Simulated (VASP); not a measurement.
# In (P6_3/mmc) in VASP: settings compared

The runs below take In through single point, relaxation of cell and atoms, with r2SCAN, PBE.

All numbers are computed with VASP 6.6.1; they aren't measurements. Logs are shortened: lines on timing, memory, paths and dates and some standing lists are left out, and cuts for length are marked.

**1. The cell of the first run**

Symmetry: P6_3/mmc, No. 194, hexagonal system. Conventional cell: a = 3.330 Å, b = 3.330 Å, c = 10.937 Å, α = 90.00°, β = 90.00°, γ = 120.00°. Within 4.4 Å of In (site symmetry -3m) lie 12 In at 3.33 to 3.34 Å. In (site symmetry -6m2) has 12 In at 3.33 to 3.34 Å within 4.4 Å.

This isn't the form of In at room conditions, which is tetragonal.

**2. Single point, r2SCAN**

Input file POSCAR:

```
In
1.0
    3.3302403215      0.0000000000      0.0000000000
   -1.6651201608      2.8840727192      0.0000000000
    0.0000000000      0.0000000000     10.9365889727
In
4
Direct
    0.0000000000      0.0000000000      0.0000000000
    0.3333333333      0.6666666667      0.2500000000
    0.0000000000      0.0000000000      0.5000000000
    0.6666666667      0.3333333333      0.7500000000
```

Input file INCAR.step1:

```
SYSTEM = In
PREC = Accurate
ENCUT = 550
ISMEAR = 0
SIGMA = 0.1
LREAL = .False.
LASPH = .True.
NELM = 120
NBANDS = 34
GGA = PE
ALGO = Normal
EDIFF = 1E-5
LWAVE = .True.
LCHARG = .False.
GGA_COMPAT = .False.
```

Input file INCAR.step2:

```
SYSTEM = In
PREC = Accurate
ENCUT = 550
EDIFF = 1E-6
ISMEAR = 0
SIGMA = 0.1
LREAL = .False.
LASPH = .True.
NELM = 120
ALGO = Normal
ISIF = 2
LWAVE = .False.
LCHARG = .False.
METAGGA = R2SCAN
LMIXTAU = .True.
NBANDS = 34
ISTART = 1
GGA_COMPAT = .False.
```

Input file KPOINTS:

```
Automatic mesh
0
Gamma
  12 12 4
  0 0 0
```

Potentials or basis: VASP PAW PBE potentials, release 64 (In_d).

The run is started by

```sh
$ cat potpaw_PBE.64/In_d/POTCAR > POTCAR
$ cp INCAR.step1 INCAR
$ mpirun -np 1 vasp_std > vasp.out
$ cp INCAR.step2 INCAR
$ mpirun -np 1 vasp_std > vasp.out
```

OUTCAR:

```text
SYSTEM = In
   PREC = Accurate
   ENCUT = 550
   EDIFF = 1E-6
   ISMEAR = 0
   LREAL = .False.
   LASPH = .True.
   NELM = 120
   ISIF = 2
   METAGGA = R2SCAN
   ISTART = 1

 ion  position               nearest neighbor table
   1  0.000  0.000  0.000-   2 3.34   4 3.34   4 3.34   2 3.34   4 3.34   2 3.34
   2  0.333  0.667  0.250-   1 3.34   3 3.34   1 3.34   3 3.34   1 3.34   3 3.34
   3  0.000  0.000  0.500-   2 3.34   4 3.34   4 3.34   2 3.34   4 3.34   2 3.34
   4  0.667  0.333  0.750-   1 3.34   3 3.34   1 3.34   3 3.34   1 3.34   3 3.34

  LATTYP: Found a hexagonal cell.
 ALAT       =     3.3302403215
 C/A-ratio  =     3.2840239493

  Lattice vectors:

 A1 = (   3.3302403215,   0.0000000000,   0.0000000000)
 A2 = (  -1.6651201608,   2.8840727192,   0.0000000000)
 A3 = (   0.0000000000,   0.0000000000,  10.9365889727)

Analysis of symmetry for initial positions (statically):
=====================================================================
 Subroutine PRICEL returns:
 Original cell was already a primitive cell.

 Routine SETGRP: Setting up the symmetry group for a
 hexagonal supercell.

 Subroutine GETGRP returns: Found 24 space group operations
 (whereof 12 operations were pure point group operations)
 out of a pool of 24 trial point group operations.

The static configuration has the point symmetry D_3d.
 The point group associated with its full space group is D_6h.

Analysis of symmetry for dynamics (positions and initial velocities):
=====================================================================
 Subroutine PRICEL returns:
 Original cell was already a primitive cell.

 Routine SETGRP: Setting up the symmetry group for a
 hexagonal supercell.

 Subroutine GETGRP returns: Found 24 space group operations
 (whereof 12 operations were pure point group operations)
 out of a pool of 24 trial point group operations.

The dynamic configuration has the point symmetry D_3d.
 The point group associated with its full space group is D_6h.

 Subroutine INISYM returns: Found 24 space group operations
 (whereof 12 operations are pure point group operations),
 and found     1 'primitive' translations

----------------------------------------------------------------------------------------

                                     Primitive cell

  volume of cell :     105.0422

  direct lattice vectors                    reciprocal lattice vectors
     3.330240321  0.000000000  0.000000000     0.300278630  0.173365948  0.000000000
    -1.665120161  2.884072719  0.000000000     0.000000000  0.346731895  0.000000000
     0.000000000  0.000000000 10.936588973     0.000000000  0.000000000  0.091436188

  length of vectors
     3.330240321  3.330240322 10.936588973     0.346731895  0.346731895  0.091436188

  position of ions in fractional coordinates (direct lattice)
     0.000000000  0.000000000  0.000000000
     0.333333333  0.666666667  0.250000000
     0.000000000  0.000000000  0.500000000
     0.666666667  0.333333333  0.750000000

  ion indices of the primitive-cell ions
   primitive index   ion index
                 1           1
                 2           2
                 3           3
                 4           4

----------------------------------------------------------------------------------------

 KPOINTS: Automatic mesh

Automatic generation of k-mesh.
 Grid dimensions read from file:
 generate k-points for:   12   12    4

 Generating k-lattice:

  Cartesian coordinates                     Fractional coordinates (reciprocal lattice)
     0.025023219  0.014447162  0.000000000     0.083333333  0.000000000  0.000000000
     0.000000000  0.028894325  0.000000000     0.000000000  0.083333333  0.000000000
     0.000000000  0.000000000  0.022859047     0.000000000  0.000000000  0.250000000

  Length of vectors
     0.028894325  0.028894325  0.022859047

  Shift w.r.t. Gamma in fractional coordinates (k-lattice)
     0.000000000  0.000000000  0.000000000

 Subroutine IBZKPT returns following result:
 ===========================================

 Found     57 irreducible k-points:

 Following reciprocal coordinates:
            Coordinates               Weight
  0.000000  0.000000  0.000000      1.000000
  0.083333  0.000000  0.000000      6.000000
  0.166667  0.000000  0.000000      6.000000
  0.250000 -0.000000  0.000000      6.000000
  0.333333 -0.000000  0.000000      6.000000
  0.416667  0.000000  0.000000      6.000000
[... 16 lines left out ...]
  0.250000 -0.000000  0.250000     12.000000
  0.333333 -0.000000  0.250000     12.000000
 [... further k-points ...]
   k-points           NKPTS =     57   k-points in BZ     NKDIM =     57   number of bands    NBANDS=     34
   number of dos      NEDOS =    301   number of ions     NIONS =      4
   total plane-waves  NPLWV =  65856
   dimension x,y,z NGX =    28 NGY =   28 NGZ =   84
   dimension x,y,z NGXF=    56 NGYF=   56 NGZF=  168
   ions per type =               4
   NGX,Y,Z   is equivalent  to a cutoff of  13.98, 13.98, 12.77 a.u.
   NGXF,Y,Z  is equivalent  to a cutoff of  27.96, 27.96, 25.54 a.u.
 SYSTEM =  In
   PREC   = accura    normal or accurate (medium, high low for compatibility)
   ISTART =      1    job   : 0-new  1-cont  2-samecut
   ICHARG =      0    charge: 1-file 2-atom 10-const
   ISPIN  =      1    spin polarized calculation?
   LNONCOLLINEAR =      F non collinear calculations
   LSORBIT =      F    spin-orbit coupling
   LASPH  =      T    aspherical Exc in radial PAW
   ENCUT  =  550.0 eV  40.42 Ry    6.36 a.u.   6.37  6.37 20.91*2*pi/ulx,y,z
   NELM   =    120;   NELMIN=  2; NELMDL=  0     # of ELM steps
   EDIFF  = 0.1E-05   stopping-criterion for ELM
   LREAL  =      F    real-space projection
   EDIFFG = 0.1E-04   stopping-criterion for IOM
   NSW    =      0    number of steps for IOM
   IBRION =     -1    ionic relax: 0-MD 1-quasi-New 2-CG
   NFREE  =      0    steps in history (QN), initial steepest desc. (CG)
   ISIF   =      2    stress and relaxation
   ISYM   =      2    0-nonsym 1-usesym 2-fastsym
   POTIM  = 0.5000    time-step for ionic-motion
   TEBEG  =    0.0;   TEEND  =   0.0 temperature during run
   PSTRESS=    0.0 pullay stress
   NELECT =      52.0000    total number of electrons
   NUPDOWN=      -1.0000    fix difference up-down
   EMIN   =  10.00;   EMAX   =-10.00  energy-range for DOS
   EFERMI =   0.00;   METHOD = LEGACY
   ISMEAR =     0;   SIGMA  =   0.10  broadening in eV -4-tet -1-fermi 0-gaus
   EFERMI_NEDOS =   21; number of points for ismear=-14 and -15
   IALGO  =     38    algorithm
   IMIX   =      4    mixing-type and parameters
     AMIX     =   0.40;   BMIX     =  1.00
     AMIX_MAG =   1.60;   BMIX_MAG =  1.00
  volume/ion in A,a.u.               =      26.26       177.21
  Fermi-wavevector in a.u.,A,eV,Ry     =   1.295055  2.447298 22.819232  1.677166
  Thomas-Fermi vector in A             =   2.426598
   LORBIT       =      0    0 simple, 1 ext, 2 COOP (PROOUT), +10 PAW based schemes
   METAGGA = R2SCAN    functional components
   LHFCALC =     F    Hartree Fock is set to
   AEXX    =    0.0000 exact exchange contribution
   IVDW    =     0    specifies the selected vdW correction
   LEPSILON=     F    determine dielectric tensor
   LRPA    =     F    only Hartree local field effects (RPA)
 non-spin polarized calculation
 Gauss-broadening in eV      SIGMA  =   0.10
  energy-cutoff  :      550.00
  volume of cell :      105.04
 maximum number of plane-waves:      3106
 NGX is ok and might be reduce to    28
   NGX = 13   NGY = 13   NGZ = 41

 number of electron      51.9999992 magnetization

 Free energy of the ion-electron system (eV)
  ---------------------------------------------------
  ext. energy  EPLUGINS =         0.00000000
  ---------------------------------------------------
  free energy    TOTEN  =       -90.27970989 eV

  energy without entropy =      -90.27458623  energy(sigma->0) =      -90.27714806

 E-fermi :   7.4384     XC(G=0): -11.0608

 val. band max:        7.4197231930   @ k =   0.2500   0.2500   0.2500
 cond. band min:       7.5029292156   @ k =   0.2500   0.2500   0.5000
 fundamental gap:      0.0832060226
 Fermi energy:         7.4383609242

 k-point     1 :       0.0000    0.0000    0.0000
  band No.  band energies     occupation
      1      -7.8674      2.00000
      2      -7.8361      2.00000
      3      -7.7964      2.00000
      4      -7.7932      2.00000
      5      -7.7932      2.00000
      6      -7.7850      2.00000
[... 26 lines left out ...]
     33      17.3745      0.00000
     34      18.4565      0.00000

 k-point     2 :       0.0833    0.0000    0.0000
  band No.  band energies     occupation
      1      -7.8565      2.00000
      2      -7.8296      2.00000
      3      -7.8070      2.00000
      4      -7.7962      2.00000
      5      -7.7773      2.00000
      6      -7.7760      2.00000
[... 26 lines left out ...]
     33      16.8166      0.00000
     34      17.5092      0.00000

 k-point     3 :       0.1667    0.0000    0.0000
  band No.  band energies     occupation
      1      -7.8654      2.00000
      2      -7.8391      2.00000
      3      -7.8180      2.00000
      4      -7.7866      2.00000
      5      -7.7770      2.00000
      6      -7.7466      2.00000
[... 26 lines left out ...]
     33      15.8025      0.00000
     34      16.1613      0.00000
[... 704 lines left out ...]
 k-point    23 :       0.2500   -0.0000    0.2500
  band No.  band energies     occupation
      1      -7.9073      2.00000
      2      -7.8810      2.00000
      3      -7.8266      2.00000
      4      -7.7904      2.00000
      5      -7.7790      2.00000
      6      -7.7544      2.00000
[... 26 lines left out ...]
     33      14.1263      0.00000
     34      15.6121      0.00000

 k-point    24 :       0.3333   -0.0000    0.2500
  band No.  band energies     occupation
      1      -7.9515      2.00000
      2      -7.9149      2.00000
      3      -7.8525      2.00000
      4      -7.8371      2.00000
      5      -7.8090      2.00000
      6      -7.7826      2.00000
[... 26 lines left out ...]
     33      13.9111      0.00000
     34      14.7996      0.00000

 [... further k-points ...]

------------------------ aborting loop because EDIFF is reached ----------------------------------------

  FORCE on cell =-STRESS in cart. coord.  units (eV):
  Direction    XX          YY          ZZ          XY          YZ          ZX
  --------------------------------------------------------------------------------------
  -------------------------------------------------------------------------------------
  Total        0.0217537      0.0217537      0.0144411     -0.0000000      0.0000000      0.0000000
  in kB        0.3318032      0.3318032      0.2202658     -0.0000000      0.0000000      0.0000000
  external PRESSURE =       0.2946241 kB  Pullay stress =       0.0000000 kB

 VOLUME and BASIS-vectors are now :
 -----------------------------------------------------------------------------
  energy-cutoff  :      550.00
  volume of cell :      105.04
      direct lattice vectors                 reciprocal lattice vectors
     3.330240321  0.000000000  0.000000000     0.300278630  0.173365948  0.000000000
    -1.665120161  2.884072719  0.000000000     0.000000000  0.346731895  0.000000000
     0.000000000  0.000000000 10.936588973     0.000000000  0.000000000  0.091436188

 POSITION                                       TOTAL-FORCE (eV/Angst)
 -----------------------------------------------------------------------------------
      0.00000      0.00000      0.00000         0.000000      0.000000     -0.000000
     -0.00000      1.92272      2.73415        -0.000000      0.000000      0.000000
      0.00000      0.00000      5.46829         0.000000      0.000000     -0.000000
      1.66512      0.96136      8.20244         0.000000      0.000000      0.000000
 -----------------------------------------------------------------------------------
    total drift:                                0.000000     -0.000000      0.000000

  FREE ENERGIE OF THE ION-ELECTRON SYSTEM (eV)
  ---------------------------------------------------
  free  energy   TOTEN  =       -90.2797098920 eV

  energy  without entropy=      -90.2745862297  energy(sigma->0) =      -90.27714806
```

Run time: 6.4 min. Hardware: 1 thread of Intel Xeon 6975P-C (Granite Rapids), shared host; peak memory 0.36 GiB.

Results:

```yaml
Free_energy: -90.2797 eV
Pressure: 0.0 GPa
Band_gap_on_the_k_mesh: zero (bands 26 and 27 overlap by 4.89 eV)
```

Caveat: the PAW data sets were made with another functional, which shifts forces and pressure a little; spin-orbit coupling is left out, which moves the levels of the heavy elements.

**3. Relaxation of cell and atoms, PBE**

This run uses another cell than the first one, of 27.20 Å³/atom.

Input file INCAR:

```
SYSTEM = In
PREC     = Accurate       ! precision mode
ENCUT    = 500            ! plane-wave cutoff, eV
EDIFF    = 1E-7           ! SCF threshold, eV
ISMEAR   = 0              ! smearing method
SIGMA    = 0.1            ! smearing width, eV
LREAL    = .False.        ! projectors in reciprocal space
LASPH    = .True.         ! aspherical terms in the spheres
NELM     = 120            ! most SCF steps
ALGO     = Normal         ! electronic algorithm
ISIF     = 3              ! what is computed and relaxed
LWAVE    = .False.        ! write WAVECAR
LCHARG   = .False.        ! write CHGCAR
GGA      = PE             ! functional
IBRION   = 2              ! ionic algorithm
NSW      = 80             ! ionic steps
EDIFFG   = -0.01          ! ionic threshold
GGA_COMPAT= .False.      
NELMIN   = 4
```

Input file KPOINTS:

```
regular mesh
0
Gamma
  12 12 4
  0 0 0
```

Input file POSCAR:

```
In
1.0
    3.3535862096      0.0000000000      0.0000000000
   -1.6767931048      2.9042908513      0.0000000000
    0.0000000000      0.0000000000     11.1693507004
In
4
Direct
    0.0000000000      0.0000000000      0.0000000000
    0.3333333333      0.6666666667      0.2500000000
    0.0000000000      0.0000000000      0.5000000000
    0.6666666667      0.3333333333      0.7500000000
```

Potentials or basis: VASP PAW PBE potentials, release 64 (In_d).

The run is started by

```sh
$ cat potpaw_PBE.64/In_d/POTCAR > POTCAR
$ mpirun -np 1 vasp_std > vasp.out
```

Wall time 6.8 min (1 thread of AMD EPYC 9R45 (Zen 5), shared host); peak memory 0.26 GiB.

Results (log left out):

```
Free energy                           : -10.2373 eV
Relaxed volume                        : 27.47 Å³/atom
Relaxed cell                          : a = 3.386 Å, b = 3.386 Å, c = 11.062 Å, α = 90.00°, β = 90.00°, γ = 120.00°
Space group after relaxing (to 0.1 Å) : P6_3/mmc (No. 194)
Energy gained by relaxing             : 1.2 meV/atom
Ionic steps                           : 7
Pressure after relaxing               : 0.0 GPa
Band gap on the k mesh                : zero (bands 26 and 27 overlap by 4.56 eV)
```

The path:
| step | energy change (eV) | largest force (eV/Å) | pressure (GPa) | volume (Å³) |
| --- | --- | --- | --- | --- |
| 1 | 0.0000 | 0.0000 | 0.37 | 108.79 |
| 2 | -0.0028 | 0.0000 | 0.03 | 109.78 |
| 3 | -0.0034 | 0.0000 | -0.20 | 110.50 |
| 4 | -0.0046 | 0.0000 | -0.16 | 110.34 |
| 5 | -0.0048 | 0.0000 | -0.12 | 110.27 |
| 6 | -0.0048 | 0.0000 | -0.12 | 110.25 |
| 7 | -0.0049 | 0.0000 | 0.01 | 109.86 |

Final structure:
```
In
1.0
     3.38638    0.00000    0.00000
    -1.69319    2.93269    0.00000
     0.00000    0.00000   11.06226
In
4
Direct
  0.00000 0.00000 0.00000
  0.33333 0.66667 0.25000
  0.00000 0.00000 0.50000
  0.66667 0.33333 0.75000
```

Levels at points of the mesh, in eV from the Fermi level:
```csv
k point,band 23,band 24,band 25,band 26,band 27,band 28,band 29,band 30
"(0.00, 0.00, 0.00)",-7.85,-4.28,-3.15,3.01,3.02,8.06,8.06,8.88
"(0.50, 0.00, 0.00)",-3.51,-2.96,-2.85,-2.61,0.20,0.36,1.40,2.29
"(0.00, 0.00, 0.50)",-6.18,-6.18,-0.60,-0.60,7.10,7.10,8.31,8.31
"(0.50, 0.00, 0.50)",-3.76,-3.76,-1.53,-1.53,-1.15,-1.15,3.38,3.38
```

Caveat: spin-orbit coupling is left out, which moves the levels of the heavy elements.
